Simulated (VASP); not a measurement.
Input of a VASP 6.6.1 run:

INCAR

```
SYSTEM = NaZr3
PREC     = Accurate       ! precision mode
ENCUT    = 600            ! plane-wave cutoff, eV
EDIFF    = 1E-6           ! SCF threshold, eV
ISMEAR   = 0              ! smearing method
SIGMA    = 0.1            ! smearing width, eV
LREAL    = .False.        ! projectors in reciprocal space
LASPH    = .True.         ! aspherical terms in the spheres
NELM     = 60             ! most SCF steps
ALGO     = Normal         ! electronic algorithm
ISIF     = 3              ! what is computed and relaxed
LWAVE    = .False.        ! write WAVECAR
LCHARG   = .False.        ! write CHGCAR
GGA      = PE             ! functional
IBRION   = 2              ! ionic algorithm
NSW      = 90             ! ionic steps
EDIFFG   = -0.04          ! ionic threshold
```

File KPOINTS:

```
regular mesh
0
Gamma
  6 6 6
  0 0 0
```

Contents of POSCAR:

```
NaZr3
1.0
   -1.9836693379      1.9836693379      4.4310535860
    1.9836693379     -1.9836693379      4.4310535860
    1.9836693379      1.9836693379     -4.4310535860
Na Zr
1 3
Direct
    0.0000000000      0.0000000000      0.0000000000
    0.5000000000      0.5000000000      0.0000000000
    0.2500000000      0.7500000000      0.5000000000
    0.7500000000      0.2500000000      0.5000000000
```

Potentials or basis: VASP PAW PBE potentials, release 64 (Na_pv, Zr_sv).

Command:

```sh
$ cat potpaw_PBE.64/Na_pv/POTCAR potpaw_PBE.64/Zr_sv/POTCAR > POTCAR
$ mpirun -np 1 vasp_std > vasp.out
```

(1) Estimate the relaxed volume.

(2) What does it give for the band gap on the k mesh?

(3) Estimate the relaxed cell.

(4) Estimate the space group after relaxing (to 0.1 Å).

Results:

(1) 23.41 Å³/atom.

(2) zero (an odd number of electrons rules out a gap without spin polarisation).

(3) a = 5.582 Å, b = 5.582 Å, c = 5.582 Å, α = 132.17°, β = 132.17°, γ = 69.95°.

(4) I4/mmm (No. 139).

Caveat: the volume moved by over 15 % at a fixed basis, so the end points are rough.
